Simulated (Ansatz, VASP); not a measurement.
# Two plane-wave programs on Mo

```
CELL_PARAMETERS angstrom
2.77379 0.00000 0.00000
-1.38689 2.40217 0.00000
0.00000 0.00000 2.52196
ATOMIC_POSITIONS crystal
Mo 0.00000 0.00000 0.00000
```

Alike in both runs: functional PBE; k mesh 24 × 24 × 22; occupations gaussian, width 0.1 eV; no spin polarisation.

Ansatz relaxed the structure, and its values are those at the end. VASP's run is a single point on that final structure, the one shown.

|  | VASP | Ansatz |
| --- | --- | --- |
| version | VASP 6.6.1 | Ansatz 0.2.0 |
| potentials or method | VASP PAW PBE potentials, release 64 (Mo_sv), cutoff 520 eV | scalar-relativistic, plane waves, PAW |
| valence electrons in the cell | 14 | 14 |

Ansatz gave:

- gap on the k mesh at the Fermi level (eV): none
- pressure (GPa): 0.0

Q: What did VASP give for the same quantities?

A: gap on the k mesh at the Fermi level (eV): none; pressure (GPa): 0.5.

A gap of «none» marks a metal or a gap that the smearing closes.
